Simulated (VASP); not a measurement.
# Ga2Sb2CO in VASP: further runs

Runs on Ga2Sb2CO. Level: PBE+D3(BJ). Tasks: single point.

Program: VASP 6.6.1. These are calculated values, not measurements. Logs are shortened: lines on timing, memory, paths and dates and some standing lists are left out, and cuts for length are marked.

### 1 The cell of the first run

The cell holds a slab with vacuum, 6 atoms: a = 4.334 Å, b = 4.334 Å, c = 23.620 Å, α = 90.00°, β = 90.00°, γ = 120.00°.

### 2 Single point, PBE+D3(BJ)

The input, INCAR:

```
SYSTEM = Ga2Sb2CO
ALGO = Normal ; DIPOL = 0.5 0.5 0.348
EDIFF = 1E-6 ; ENCUT = 520
GGA = PE ; GGA_COMPAT = .FALSE.
IDIPOL = 3 ; ISIF = 2
ISMEAR = 0 ; IVDW = 12
LASPH = .TRUE. ; LCHARG = .FALSE.
LDIPOL = .TRUE. ; LREAL = .FALSE.
LWAVE = .FALSE. ; NBANDS = 42
NELM = 120 ; NELMDL = -8
PREC = Accurate ; SIGMA = 0.1
```

The input, KPOINTS:

```
k-points
0
G
  6 6 1
  0 0 0
```

The input, POSCAR:

```
Ga2Sb2CO
1.0
    4.3343814647      0.0000000000      0.0000000000
   -2.1671907324      3.7536844581      0.0000000000
    0.0000000000      0.0000000000     23.6197422994
Sb Ga O C
2 2 1 1
Direct
    0.0000000000      0.0000000000      0.1693498578
    0.3333333333      0.6666666667      0.3259656336
    0.3333333333      0.6666666667      0.2068080104
    0.6666666667      0.3333333333      0.3585874135
    0.6666666667      0.3333333333      0.4898335533
    0.6666666667      0.3333333333      0.5385216375
```

Potentials or basis: VASP PAW PBE potentials, release 64 (Sb_d_GW, Ga_d, O, C).

Command:

```
cat potpaw_PBE.64/Sb_d_GW/POTCAR potpaw_PBE.64/Ga_d/POTCAR potpaw_PBE.64/O/POTCAR potpaw_PBE.64/C/POTCAR > POTCAR
mpirun -np 1 vasp_std > vasp.out
```

OUTCAR:

```text
SYSTEM = Ga2Sb2CO
   EDIFF = 1E-6
   ENCUT = 520
   GGA = PE
   ISIF = 2
   ISMEAR = 0
   IVDW = 12
   LASPH = .TRUE.
   LREAL = .FALSE.
   NELM = 120
   NELMDL = -8
   PREC = Accurate
 IVDW          = 12

 ion  position               nearest neighbor table
   1  0.000  0.000  0.169-   3 2.65   3 2.65   3 2.65
   2  0.333  0.667  0.326-   4 2.62   4 2.62   4 2.62   3 2.81
   3  0.333  0.667  0.207-   1 2.65   1 2.65   1 2.65   2 2.81
   4  0.667  0.333  0.359-   2 2.62   2 2.62   2 2.62
   5  0.667  0.333  0.490-   6 1.15
   6  0.667  0.333  0.539-   5 1.15

  LATTYP: Found a hexagonal cell.
 ALAT       =     4.3343814647
 C/A-ratio  =     5.4493916818

  Lattice vectors:

 A1 = (   4.3343814647,   0.0000000000,   0.0000000000)
 A2 = (  -2.1671907324,   3.7536844581,   0.0000000000)
 A3 = (   0.0000000000,   0.0000000000,  23.6197422994)

Analysis of symmetry for initial positions (statically):
=====================================================================
 Subroutine PRICEL returns:
 Original cell was already a primitive cell.

 Routine SETGRP: Setting up the symmetry group for a
 hexagonal supercell.

 Subroutine GETGRP returns: Found  6 space group operations
 (whereof  6 operations were pure point group operations)
 out of a pool of 24 trial point group operations.

The static configuration has the point symmetry C_3v.

Analysis of symmetry for dynamics (positions and initial velocities):
=====================================================================
 Subroutine PRICEL returns:
 Original cell was already a primitive cell.

 Routine SETGRP: Setting up the symmetry group for a
 hexagonal supercell.

 Subroutine GETGRP returns: Found  6 space group operations
 (whereof  6 operations were pure point group operations)
 out of a pool of 24 trial point group operations.

The dynamic configuration has the point symmetry C_3v.

 Subroutine INISYM returns: Found  6 space group operations
 (whereof  6 operations are pure point group operations),
 and found     1 'primitive' translations

----------------------------------------------------------------------------------------

                                     Primitive cell

  volume of cell :     384.2909

  direct lattice vectors                    reciprocal lattice vectors
     4.334381465  0.000000000  0.000000000     0.230713427  0.133202459  0.000000000
    -2.167190732  3.753684458  0.000000000     0.000000000  0.266404918  0.000000000
     0.000000000  0.000000000 23.619742299     0.000000000  0.000000000  0.042337464

  length of vectors
     4.334381465  4.334381465 23.619742299     0.266404918  0.266404918  0.042337464

  position of ions in fractional coordinates (direct lattice)
     0.000000000  0.000000000  0.169349858
     0.333333333  0.666666667  0.325965634
     0.333333333  0.666666667  0.206808010
     0.666666667  0.333333333  0.358587413
     0.666666667  0.333333333  0.489833553
     0.666666667  0.333333333  0.538521637

  ion indices of the primitive-cell ions
   primitive index   ion index
                 1           1
                 2           2
                 3           3
                 4           4
                 5           5
                 6           6

----------------------------------------------------------------------------------------

 KPOINTS: k-points

Automatic generation of k-mesh.
 Grid dimensions read from file:
 generate k-points for:    6    6    1

 Generating k-lattice:

  Cartesian coordinates                     Fractional coordinates (reciprocal lattice)
     0.038452238  0.022200410  0.000000000     0.166666667  0.000000000  0.000000000
     0.000000000  0.044400820  0.000000000     0.000000000  0.166666667  0.000000000
     0.000000000  0.000000000  0.042337464     0.000000000  0.000000000  1.000000000

  Length of vectors
     0.044400820  0.044400820  0.042337464

  Shift w.r.t. Gamma in fractional coordinates (k-lattice)
     0.000000000  0.000000000  0.000000000

 Subroutine IBZKPT returns following result:
 ===========================================

 Found      7 irreducible k-points:

 Following reciprocal coordinates:
            Coordinates               Weight
  0.000000  0.000000  0.000000      1.000000
  0.166667  0.000000  0.000000      6.000000
  0.333333  0.000000  0.000000      6.000000
  0.500000  0.000000  0.000000      3.000000
  0.166667  0.166667  0.000000      6.000000
  0.333333  0.166667  0.000000     12.000000
  0.333333  0.333333  0.000000      2.000000
   k-points           NKPTS =      7   k-points in BZ     NKDIM =      7   number of bands    NBANDS=     42
   number of dos      NEDOS =    301   number of ions     NIONS =      6
   total plane-waves  NPLWV = 184320
   dimension x,y,z NGX =    32 NGY =   32 NGZ =  180
   dimension x,y,z NGXF=    64 NGYF=   64 NGZF=  360
   ions per type =               2   2   1   1
   NGX,Y,Z   is equivalent  to a cutoff of  12.27, 12.27, 12.67 a.u.
   NGXF,Y,Z  is equivalent  to a cutoff of  24.55, 24.55, 25.34 a.u.
 SYSTEM =  Ga2Sb2CO
   PREC   = accura    normal or accurate (medium, high low for compatibility)
   ISTART =      0    job   : 0-new  1-cont  2-samecut
   ICHARG =      2    charge: 1-file 2-atom 10-const
   ISPIN  =      1    spin polarized calculation?
   LNONCOLLINEAR =      F non collinear calculations
   LSORBIT =      F    spin-orbit coupling
   LASPH  =      T    aspherical Exc in radial PAW
   ENCUT  =  520.0 eV  38.22 Ry    6.18 a.u.   8.06  8.06 43.92*2*pi/ulx,y,z
   NELM   =    120;   NELMIN=  2; NELMDL= -8     # of ELM steps
   EDIFF  = 0.1E-05   stopping-criterion for ELM
   LREAL  =      F    real-space projection
[... 7 lines left out ...]
   TEBEG  =    0.0;   TEEND  =   0.0 temperature during run
   PSTRESS=    0.0 pullay stress
   NELECT =      66.0000    total number of electrons
   NUPDOWN=      -1.0000    fix difference up-down
   EMIN   =  10.00;   EMAX   =-10.00  energy-range for DOS
   EFERMI =   0.00;   METHOD = LEGACY
   ISMEAR =     0;   SIGMA  =   0.10  broadening in eV -4-tet -1-fermi 0-gaus
   EFERMI_NEDOS =   21; number of points for ismear=-14 and -15
   IALGO  =     38    algorithm
   IMIX   =      4    mixing-type and parameters
     AMIX     =   0.40;   BMIX     =  1.00
     AMIX_MAG =   1.60;   BMIX_MAG =  1.00
  volume/ion in A,a.u.               =      64.05       432.22
  Fermi-wavevector in a.u.,A,eV,Ry     =   0.909989  1.719630 11.266711  0.828080
  Thomas-Fermi vector in A             =   2.034098
   LORBIT       =      0    0 simple, 1 ext, 2 COOP (PROOUT), +10 PAW based schemes
   GGA     = PE    functional components
   LHFCALC =     F    Hartree Fock is set to
   AEXX    =    0.0000 exact exchange contribution
   IVDW    =    12    specifies the selected vdW correction
   LEPSILON=     F    determine dielectric tensor
   LRPA    =     F    only Hartree local field effects (RPA)
 non-spin polarized calculation
 Gauss-broadening in eV      SIGMA  =   0.10
  energy-cutoff  :      520.00
  volume of cell :      384.29
 maximum number of plane-waves:     10378
   NGX = 17   NGY = 17   NGZ = 87

 dipolmoment           0.000000      0.000000      0.000060 electrons x Angstroem

 number of electron      65.9999999 magnetization

 dipolmoment           0.000000      0.000000     -0.139339 electrons x Angstroem

 Free energy of the ion-electron system (eV)
  ---------------------------------------------------
  ext. energy  EPLUGINS =         0.00000000
  ---------------------------------------------------
  free energy    TOTEN  =       -28.26445860 eV

  energy without entropy =      -28.25774411  energy(sigma->0) =      -28.26110135

 E-fermi :  -1.0758     XC(G=0):  -4.1629

 val. band max:       -1.1022231441   @ k =   0.0000   0.0000   0.0000
 cond. band min:      -1.0413634057   @ k =   0.0000   0.0000   0.0000
 fundamental gap:      0.0608597384
 Fermi energy:        -1.0758142962

 k-point     1 :       0.0000    0.0000    0.0000
  band No.  band energies     occupation
      1     -30.3803      2.00000
      2     -30.3741      2.00000
      3     -30.3741      2.00000
      4     -30.3572      2.00000
      5     -30.3572      2.00000
      6     -29.3490      2.00000
[... 34 lines left out ...]
     41       1.9270      0.00000
     42       2.3367      0.00000

 k-point     2 :       0.1667    0.0000    0.0000
  band No.  band energies     occupation
      1     -30.3797      2.00000
      2     -30.3744      2.00000
      3     -30.3733      2.00000
      4     -30.3574      2.00000
      5     -30.3569      2.00000
      6     -29.3492      2.00000
[... 34 lines left out ...]
     41       2.6568      0.00000
     42       2.7642      0.00000

 k-point     3 :       0.3333    0.0000    0.0000
  band No.  band energies     occupation
      1     -30.3789      2.00000
      2     -30.3745      2.00000
      3     -30.3718      2.00000
      4     -30.3579      2.00000
      5     -30.3562      2.00000
      6     -29.3495      2.00000
[... 34 lines left out ...]
     41       3.2859      0.00000
     42       3.6700      0.00000

 k-point     4 :       0.5000    0.0000    0.0000
  band No.  band energies     occupation
      1     -30.3787      2.00000
      2     -30.3743      2.00000
      3     -30.3711      2.00000
      4     -30.3581      2.00000
      5     -30.3558      2.00000
      6     -29.3497      2.00000
[... 34 lines left out ...]
     41       3.8042      0.00000
     42       4.4316      0.00000

 k-point     5 :       0.1667    0.1667    0.0000
  band No.  band energies     occupation
      1     -30.3788      2.00000
      2     -30.3746      2.00000
      3     -30.3723      2.00000
      4     -30.3577      2.00000
      5     -30.3565      2.00000
      6     -29.3491      2.00000
[... 34 lines left out ...]
     41       2.7931      0.00000
     42       2.9769      0.00000

 k-point     6 :       0.3333    0.1667    0.0000
  band No.  band energies     occupation
      1     -30.3781      2.00000
      2     -30.3743      2.00000
      3     -30.3717      2.00000
      4     -30.3577      2.00000
      5     -30.3562      2.00000
      6     -29.3489      2.00000
[... 34 lines left out ...]
     41       3.5224      0.00000
     42       3.9286      0.00000

 k-point     7 :       0.3333    0.3333    0.0000
  band No.  band energies     occupation
      1     -30.3773      2.00000
      2     -30.3738      2.00000
      3     -30.3724      2.00000
      4     -30.3570      2.00000
      5     -30.3570      2.00000
      6     -29.3476      2.00000
[... 34 lines left out ...]
     41       4.0225      0.00000
     42       4.3946      0.00000

------------------------ aborting loop because EDIFF is reached ----------------------------------------

 vacuum level on the upper side and lower side of the slab       (xc-potential included)        -0.764         0.752

 Edisp (eV)   -0.99889

 E8    (eV) :    -0.4643

  FORCE on cell =-STRESS in cart. coord.  units (eV):
  Direction    XX          YY          ZZ          XY          YZ          ZX
  --------------------------------------------------------------------------------------
  -------------------------------------------------------------------------------------
  Total       0.03724     0.03724    -0.74013    -0.00000     0.00000    -0.00000
  in kB       0.15524     0.15524    -3.08573    -0.00000     0.00000    -0.00000
  external pressure =       -0.93 kB  Pullay stress =        0.00 kB

 VOLUME and BASIS-vectors are now :
 -----------------------------------------------------------------------------
  energy-cutoff  :      520.00
  volume of cell :      384.29
      direct lattice vectors                 reciprocal lattice vectors
     4.334381465  0.000000000  0.000000000     0.230713427  0.133202459  0.000000000
    -2.167190732  3.753684458  0.000000000     0.000000000  0.266404918  0.000000000
     0.000000000  0.000000000 23.619742299     0.000000000  0.000000000  0.042337464

 POSITION                                       TOTAL-FORCE (eV/Angst)
 -----------------------------------------------------------------------------------
      0.00000      0.00000      4.00000        -0.000000      0.000000      0.185682
     -0.00000      2.50246      7.69922        -0.000000     -0.000000      0.049845
     -0.00000      2.50246      4.88475         0.000000     -0.000000     -0.178202
      2.16719      1.25123      8.46974         0.000000     -0.000000     -0.159488
      2.16719      1.25123     11.56974        -0.000000     -0.000000      0.753147
      2.16719      1.25123     12.71974        -0.000000     -0.000000     -0.650984
 -----------------------------------------------------------------------------------
    total drift:                               -0.000001      0.000000     -0.003217

  FREE ENERGIE OF THE ION-ELECTRON SYSTEM (eV)
  ---------------------------------------------------
  free  energy   TOTEN  =       -29.2633517637 eV

  energy  without entropy=      -29.2566372721  energy(sigma->0) =      -29.25999452

 vacuum level on the upper side and lower side of the slab         2.241         3.791
```

Wall time 2.7 min (1 thread of AMD EPYC 9R45 (Zen 5), shared host); peak memory 0.52 GiB.

What came out:

| Item | Value |
| --- | --- |
| Free energy | -29.2634 eV |
| Largest force | 0.753 eV/Å |
| Band gap on the k mesh | 0.06 eV |
| Dispersion energy per atom | -0.166 eV |

Forces on the atoms (eV/Å):
```
Sb   0.000  0.000  0.186
Sb   0.000  0.000  0.050
Ga   0.000  0.000 -0.178
Ga   0.000  0.000 -0.159
O    0.000  0.000  0.753
C    0.000  0.000 -0.651
```

Levels at points of the mesh, in eV from the valence-band top:
```
           k point  band 31  band 32  band 33  band 34  band 35  band 36
(0.00, 0.00, 0.00)    -1.20     0.00     0.00     0.06     0.91     0.98
(0.50, 0.00, 0.00)    -2.54    -1.30    -1.20     0.20     0.43     0.84
```

Caveat: spin-orbit coupling is left out, which moves the levels of the heavy elements.

(Part 1 of 2 ends here.)
